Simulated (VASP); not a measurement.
**AlN: single point with LDA**

Crystal: AlN.

```
CELL_PARAMETERS angstrom
0.00000 2.06915 2.06915
2.06915 0.00000 2.06915
2.06915 2.06915 0.00000
ATOMIC_POSITIONS crystal
Al 0.00000 0.00000 0.00000
N 0.75000 0.75000 0.75000
```

| Quantity | Value |
| --- | --- |
| Program | VASP 6.6.1 |
| Task | single point |
| Functional | LDA |
| Potentials or basis | VASP PAW LDA potentials, release 64 (Al, N) |
| Cutoff | 600 eV |
| k mesh | 7 × 7 × 7 |
| Occupations | gaussian, width 0.01 eV |
| Spin | no spin polarisation |
| Dipole correction | no |
| Further INCAR settings | ALGO = Normal; EDIFF = 1e-06; NBANDS = 11 |

```json
{
  "Pressure": "41.4 GPa",
  "Band gap on the k mesh": "3.63 eV, indirect (least direct gap 5.51 eV)"
}
```

Levels at points of the mesh, in eV from the valence-band top:
```csv
k point,band 1,band 2,band 3,band 4,band 5,band 6,band 7,band 8
"(0.00, 0.00, 0.00)",-15.83,0.00,0.00,0.00,5.76,14.01,14.01,14.01
```

Run time: 6.7 s on 1 thread of Intel Xeon 8259CL, on a shared host, peak memory 0.12 GiB.

A k mesh can miss the band edges.
